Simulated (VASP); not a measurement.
TlBr:

```
CELL_PARAMETERS angstrom
3.98000 0.00000 0.00000
0.00000 3.98000 0.00000
0.00000 0.00000 3.98000
ATOMIC_POSITIONS crystal
Tl 0.00000 0.00000 0.00000
Br 0.50000 0.50000 0.50000
```

```yaml
Program: VASP 6.6.1
Task: relaxation of cell and atoms
Functional: PBE
Potentials_or_basis: VASP PAW PBE potentials, release 64 (Tl_d, Br)
Cutoff: 500 eV
k_mesh: 4 × 4 × 4
Occupations: gaussian, width 0.01 eV
Spin: no spin polarisation
```

At the start: pressure 1.3 GPa; volume 31.52 Å³/atom.

Where does the relaxation end?

Over 3 steps the energy falls by 7.3 meV/atom and the volume is 33.44 Å³/atom (+6.1 %); space group Pm-3m (No. 221, to 0.1 Å) before and after.

Step by step:
| step | energy change (eV) | largest force (eV/Å) | pressure (GPa) | volume (Å³) |
| --- | --- | --- | --- | --- |
| 1 | 0.0000 | 0.0000 | 1.32 | 63.04 |
| 2 | -0.0129 | 0.0000 | 0.42 | 65.45 |
| 3 | -0.0147 | 0.0000 | -0.03 | 66.87 |

Final structure:
```
CELL_PARAMETERS angstrom
4.05896 0.00000 0.00000
0.00000 4.05896 0.00000
0.00000 0.00000 4.05896
ATOMIC_POSITIONS crystal
Tl 0.00000 0.00000 0.00000
Br 0.50000 0.50000 0.50000
```
